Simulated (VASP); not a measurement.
# MgZn4O (P-3m1) in VASP: single point with PBE

Aim: the single point of MgZn4O with PBE.

All numbers are computed with VASP 6.6.1; they aren't measurements. Logs are shortened: lines on timing, memory, paths and dates and some standing lists are left out, and cuts for length are marked.

### Step 1. The cell of the first run

It takes space group P-3m1 (No. 164, trigonal). Conventional cell: a = 4.052 Å, b = 4.052 Å, c = 9.076 Å, α = 90.00°, β = 90.00°, γ = 120.00°. Within 3.6 Å of Mg (site symmetry -3m) lie 8 Zn at 2.76 Å. Within 3.5 Å of Zn (site symmetry 3m) lie 3 Zn at 2.67 Å and 3 Mg at 2.76 Å. Zn (site symmetry 3m) has 1 O at 1.78 Å within 2.4 Å. Within 2.4 Å of O (site symmetry -3m) lie 2 Zn at 1.78 Å.

The cell was built from a structure type or drawn by symmetry, and may not be a known phase.

### Step 2. Single point, PBE

Input file INCAR:

```
PREC = Accurate
ENCUT = 750
EDIFF = 1E-6
ISMEAR = 0
SIGMA = 0.2
LREAL = False
LASPH = True
NELM = 120
ALGO = Normal
ISIF = 2
LWAVE = False
LCHARG = False
GGA = PE
NBANDS = 41
GGA_COMPAT = False
```

Input file KPOINTS:

```
Automatic mesh
0
Gamma
  4 4 3
```

Input file POSCAR:

```
MgZn4O
1.0
    4.0516101518     -0.0000000028      0.0000000000
   -2.0258050735      3.5087973191      0.0000000000
    0.0000000000      0.0000000000      9.0763175281
Mg Zn O
1 4 1
Direct
    0.0000000000      0.0000000000      0.5000000000
    0.3333333333      0.6666666667      0.3381616432
    0.6666666667      0.3333333333      0.6618383568
    0.0000000000      0.0000000000      0.1956710871
    0.0000000000      0.0000000000      0.8043289129
    0.0000000000      0.0000000000      0.0000000000
```

Potentials or basis: VASP PAW PBE potentials, release 64 (Mg_sv, Zn, O).

The run is started by

```bash
> cat potpaw_PBE.64/Mg_sv/POTCAR potpaw_PBE.64/Zn/POTCAR potpaw_PBE.64/O/POTCAR > POTCAR
> mpirun -np 1 vasp_std > vasp.out
```

OUTCAR:

```text
PREC = Accurate
   ENCUT = 750
   EDIFF = 1E-6
   ISMEAR = 0
   LREAL = False
   LASPH = True
   NELM = 120
   ISIF = 2
   GGA = PE

 ion  position               nearest neighbor table
   1  0.000  0.000  0.500-
   2  0.333  0.667  0.338-   4 2.67   4 2.67   4 2.67
   3  0.667  0.333  0.662-   5 2.67   5 2.67   5 2.67
   4  0.000  0.000  0.196-   6 1.78   2 2.67   2 2.67   2 2.67
   5  0.000  0.000  0.804-   6 1.78   3 2.67   3 2.67   3 2.67
   6  0.000  0.000  0.000-   4 1.78   5 1.78

  LATTYP: Found a hexagonal cell.
 ALAT       =     4.0516101518
 C/A-ratio  =     2.2401754335

  Lattice vectors:

 A1 = (   4.0516101518,  -0.0000000028,   0.0000000000)
 A2 = (  -2.0258050735,   3.5087973191,   0.0000000000)
 A3 = (   0.0000000000,   0.0000000000,   9.0763175281)

Analysis of symmetry for initial positions (statically):
=====================================================================
 Subroutine PRICEL returns:
 Original cell was already a primitive cell.

 Routine SETGRP: Setting up the symmetry group for a
 hexagonal supercell.

 Subroutine GETGRP returns: Found 12 space group operations
 (whereof 12 operations were pure point group operations)
 out of a pool of 24 trial point group operations.

The static configuration has the point symmetry D_3d.

Analysis of symmetry for dynamics (positions and initial velocities):
=====================================================================
 Subroutine PRICEL returns:
 Original cell was already a primitive cell.

 Routine SETGRP: Setting up the symmetry group for a
 hexagonal supercell.

 Subroutine GETGRP returns: Found 12 space group operations
 (whereof 12 operations were pure point group operations)
 out of a pool of 24 trial point group operations.

The dynamic configuration has the point symmetry D_3d.

 Subroutine INISYM returns: Found 12 space group operations
 (whereof 12 operations are pure point group operations),
 and found     1 'primitive' translations

----------------------------------------------------------------------------------------

                                     Primitive cell

  volume of cell :     129.0315

[... 78 lines left out ...]
   ENCUT  =  750.0 eV  55.12 Ry    7.42 a.u.   9.05  9.05 20.27*2*pi/ulx,y,z
   NELM   =    120;   NELMIN=  2; NELMDL= -5     # of ELM steps
   EDIFF  = 0.1E-05   stopping-criterion for ELM
   LREAL  =      F    real-space projection
   EDIFFG = 0.1E-04   stopping-criterion for IOM
   NSW    =      0    number of steps for IOM
   IBRION =     -1    ionic relax: 0-MD 1-quasi-New 2-CG
   NFREE  =      0    steps in history (QN), initial steepest desc. (CG)
   ISIF   =      2    stress and relaxation
   ISYM   =      2    0-nonsym 1-usesym 2-fastsym
   POTIM  = 0.5000    time-step for ionic-motion
   TEBEG  =    0.0;   TEEND  =   0.0 temperature during run
   PSTRESS=    0.0 pullay stress
   NELECT =      64.0000    total number of electrons
   NUPDOWN=      -1.0000    fix difference up-down
   EMIN   =  10.00;   EMAX   =-10.00  energy-range for DOS
   EFERMI =   0.00;   METHOD = LEGACY
   ISMEAR =     0;   SIGMA  =   0.20  broadening in eV -4-tet -1-fermi 0-gaus
   EFERMI_NEDOS =   21; number of points for ismear=-14 and -15
   IALGO  =     38    algorithm
   IMIX   =      4    mixing-type and parameters
     AMIX     =   0.40;   BMIX     =  1.00
     AMIX_MAG =   1.60;   BMIX_MAG =  1.00
  volume/ion in A,a.u.               =      21.51       145.12
  Fermi-wavevector in a.u.,A,eV,Ry     =   1.295894  2.448885 22.848840  1.679342
  Thomas-Fermi vector in A             =   2.427385
   LORBIT       =      0    0 simple, 1 ext, 2 COOP (PROOUT), +10 PAW based schemes
   GGA     = PE    functional components
   LHFCALC =     F    Hartree Fock is set to
   AEXX    =    0.0000 exact exchange contribution
   IVDW    =     0    specifies the selected vdW correction
   LEPSILON=     F    determine dielectric tensor
   LRPA    =     F    only Hartree local field effects (RPA)
 non-spin polarized calculation
 Gauss-broadening in eV      SIGMA  =   0.20
  energy-cutoff  :      750.00
  volume of cell :      129.03
 maximum number of plane-waves:      6043
   NGX = 19   NGY = 19   NGZ = 41

 number of electron      63.9999995 magnetization

 Free energy of the ion-electron system (eV)
  ---------------------------------------------------
  ext. energy  EPLUGINS =         0.00000000
  ---------------------------------------------------
  free energy    TOTEN  =       -11.14868922 eV

  energy without entropy =      -11.06736801  energy(sigma->0) =      -11.10802861

 E-fermi :   0.4014     XC(G=0):  -8.8745

 val. band max:        0.3606176327   @ k =  -0.0000   0.2500   0.3333
 cond. band min:       0.4472579897   @ k =   0.2500   0.2500   0.3333
 fundamental gap:      0.0866403570
 Fermi energy:         0.4014132252

 k-point     1 :       0.0000    0.0000    0.0000
  band No.  band energies     occupation
      1     -75.4999      2.00000
      2     -42.2719      2.00000
      3     -42.2719      2.00000
      4     -42.2437      2.00000
      5     -17.1132      2.00000
      6      -7.5944      2.00000
[... 385 lines left out ...]
     40       7.4214      0.00000
     41       8.3400      0.00000

------------------------ aborting loop because EDIFF is reached ----------------------------------------

  FORCE on cell =-STRESS in cart. coord.  units (eV):
  Direction    XX          YY          ZZ          XY          YZ          ZX
  --------------------------------------------------------------------------------------
  -------------------------------------------------------------------------------------
  Total       -0.3041174     -0.3041174      0.6151826      0.0000000      0.0000000     -0.0000000
  in kB       -3.7762103     -3.7762103      7.6386917      0.0000000      0.0000000     -0.0000000
  external PRESSURE =       0.0287570 kB  Pullay stress =       0.0000000 kB

 VOLUME and BASIS-vectors are now :
 -----------------------------------------------------------------------------
  energy-cutoff  :      750.00
  volume of cell :      129.03
      direct lattice vectors                 reciprocal lattice vectors
     4.051610152 -0.000000003  0.000000000     0.246815454  0.142498969  0.000000000
    -2.025805073  3.508797319  0.000000000     0.000000000  0.284997938  0.000000000
     0.000000000  0.000000000  9.076317528     0.000000000  0.000000000  0.110176842

 POSITION                                       TOTAL-FORCE (eV/Angst)
 -----------------------------------------------------------------------------------
      0.00000      0.00000      4.53816         0.000000      0.000000      0.000000
      0.00000      2.33920      3.06926        -0.000000      0.000000     -0.054338
      2.02581      1.16960      6.00706         0.000000      0.000000      0.054338
      0.00000      0.00000      1.77597         0.000000      0.000000      0.148792
      0.00000      0.00000      7.30034         0.000000     -0.000000     -0.148792
      0.00000      0.00000      0.00000         0.000000      0.000000      0.000000
 -----------------------------------------------------------------------------------
    total drift:                                0.000000     -0.000000      0.000000

  FREE ENERGIE OF THE ION-ELECTRON SYSTEM (eV)
  ---------------------------------------------------
  free  energy   TOTEN  =       -11.1486892174 eV

  energy  without entropy=      -11.0673680059  energy(sigma->0) =      -11.10802861
```

stdout:

```text
POSCAR found type information on POSCAR MgZnO
 POSCAR found :  3 types and       6 ions
 scaLAPACK will be used
 LDA part: xc-table for (Slater+PW92), standard interpolation
 POSCAR, INCAR and KPOINTS ok, starting setup
 FFT: planning ... GRIDC
 FFT: planning ... GRID_SOFT
 FFT: planning ... GRID
 WAVECAR not read
 entering main loop
```

Run time: 63 s. Hardware: 1 thread of AMD EPYC 9R45 (Zen 5), shared host; peak memory 0.32 GiB.

What came out:

- Free energy: -11.1487 eV
- Pressure: 0.0 GPa
- Largest force: 0.149 eV/Å
- Band gap on the k mesh: zero (bands 32 and 33 overlap by 3.26 eV)

Forces on the atoms (eV/Å):
```
Mg   0.000  0.000  0.000
Zn   0.000  0.000 -0.054
Zn   0.000  0.000  0.054
Zn   0.000  0.000  0.149
Zn   0.000  0.000 -0.149
O    0.000  0.000  0.000
```

Stress tensor (GPa, compression positive):
```
-0.38  0.00  0.00
 0.00 -0.38  0.00
 0.00  0.00  0.76
```

Caveat: the k points lie up to 0.45 Å⁻¹ apart, too coarse for converged energies and pressures of a metal.
